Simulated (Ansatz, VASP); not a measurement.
# Two plane-wave programs on SrLiH3

```xyz
5
Lattice="4.6308 0.0000 0.0000 0.0000 4.6308 0.0000 0.0000 0.0000 4.6308" Properties=species:S:1:pos:R:3 pbc="T T T"
Li    0.0000    0.0000    0.0000
Sr    2.3154    2.3154    2.3154
H     0.0000    2.3154    2.3154
H     2.3154    0.0000    2.3154
H     2.3154    2.3154    0.0000
```

Alike in both runs: task single point; functional PBE; k mesh 5 × 5 × 5; no spin polarisation.

|  | VASP | Ansatz |
| --- | --- | --- |
| version | VASP 6.6.1 | Ansatz 0.2.0 |
| potentials or method | VASP PAW PBE potentials, release 64 (Li_sv, Sr_sv, H) | plane waves, PAW |
| plane-wave cutoff (eV) | 520 | 420 |
| occupations | gaussian, width 0.01 eV | fixed |
| valence electrons in the cell | 16 | 16 |

|  | VASP | Ansatz | Ansatz less VASP |
| --- | --- | --- | --- |
| gap on the k mesh at the Fermi level (eV) | 2.25 | 2.25 | +0.001 |

Noted on VASP's run: the cutoff is short for stress, so the pressure is rough.
